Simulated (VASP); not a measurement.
## Ta5W: single point with PBE

Ta5W, a slab with vacuum:

```
W Ta
1.0
     3.31955    0.00000    0.00000
     0.00000    3.31955    0.00000
     0.00000    0.00000   24.29890
W Ta
1 5
Direct
  0.25000 0.25000 0.33675
  0.75000 0.75000 0.39678
  0.25000 0.25000 0.46440
  0.75000 0.75000 0.53560
  0.25000 0.25000 0.60322
  0.75000 0.75000 0.66325
```

```
Program                : VASP 6.6.1
Task                   : single point
Functional             : PBE
Potentials or basis    : VASP PAW PBE potentials, release 64 (W_sv, Ta_pv)
Cutoff                 : 520 eV
k mesh                 : 12 × 12 × 1
Occupations            : fermi-dirac, width 0.08 eV
Spin                   : no spin polarisation
Dipole correction      : yes
Further INCAR settings : ALGO = Normal; EDIFF = 1e-06; NBANDS = 44
```

```
Largest force          : 1.280 eV/Å
Band gap on the k mesh : zero (an odd number of electrons rules out a gap without spin polarisation)
```

Forces on the atoms (eV/Å):
```
W    0.000  0.000  1.264
Ta   0.000  0.000 -1.280
Ta   0.000  0.000  0.033
Ta   0.000  0.000  0.074
Ta   0.000  0.000 -0.102
Ta   0.000  0.000  0.011
```

Levels at points of the mesh, in eV from the Fermi level:
```tsv
k point	band 30	band 31	band 32	band 33	band 34	band 35	band 36	band 37	band 38	band 39
(0.00, 0.00, 0.00)	-0.10	-0.03	0.16	0.23	0.23	0.46	0.46	0.58	0.70	0.70
(0.50, 0.00, 0.00)	-1.11	-1.08	-1.03	-0.85	0.18	0.19	0.32	0.51	1.45	1.56
(0.50, 0.50, 0.00)	-1.45	-1.45	-1.06	-1.06	0.11	0.11	1.80	1.89	1.89	2.22
```

Wall time 14 min on 1 thread of Oxide Virtual Turin-like Processor, with other jobs on the host, peak memory 0.51 GiB.

Caveat: spin-orbit coupling is left out, which moves the levels of the heavy elements.
